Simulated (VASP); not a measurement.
# SnSe: electric field gradients with LDA

The system is SnSe.

```xyz
2
Lattice="0.0000 3.0702 3.0100 3.0702 0.0000 3.0100 3.0702 3.0702 0.0000" Properties=species:S:1:pos:R:3 pbc="T T T"
Sn    0.0000    0.0000    0.0000
Se    3.0702    3.0702    3.0100
```

This cell differs from its parent crystal: equal xx and yy strain of +2 %.

```json
{"Program": "VASP 6.6.1", "Task": "electric field gradients", "Functional": "LDA", "Potentials or basis": "VASP PAW LDA potentials, release 64 (Sn_d, Se)", "Cutoff": "520 eV", "k mesh": "9 × 9 × 9", "Occupations": "fermi-dirac, width 0.02 eV", "Spin": "no spin polarisation", "Dipole correction": "no", "Further INCAR settings": "ALGO = Normal; EDIFF = 1e-08; NBANDS = 17"}
```

The pressure is -4.8 GPa and the band gap on the k mesh is 0.59 eV, indirect (least direct gap 0.62 eV).

Stress tensor (GPa, compression positive):
```
-5.42  0.00  0.00
 0.00 -5.42  0.00
 0.00  0.00 -3.53
```

Levels at points of the mesh, in eV from the valence-band top:
| k point | band 6 | band 7 | band 8 | band 9 | band 10 | band 11 | band 12 | band 13 | band 14 | band 15 |
| --- | --- | --- | --- | --- | --- | --- | --- | --- | --- | --- |
| (0.00, 0.00, 0.00) | -13.47 | -5.17 | -2.05 | -1.85 | -1.85 | 4.06 | 4.06 | 4.51 | 5.99 | 5.99 |

Electric field gradients, principal values (V/Å²):
| atom | least | middle | greatest (by size) |
| --- | --- | --- | --- |
| 1 Sn | 13.990 | 13.991 | -27.981 |
| 2 Se | 1.371 | 1.371 | -2.742 |

Run time: 33 s on 1 thread of Intel(R) Xeon(R) Platinum 8488C (Sapphire Rapids), with other jobs on the host, peak memory 0.2 GiB.

Caveat: the cell differs from its parent crystal (equal xx and yy strain of +2 %); without QUAD_EFG the Cq values of the log hold for a quadrupole moment of 1 mb, not for the nuclei; spin-orbit coupling is left out, which moves the levels of the heavy elements. A k mesh can miss the band edges.
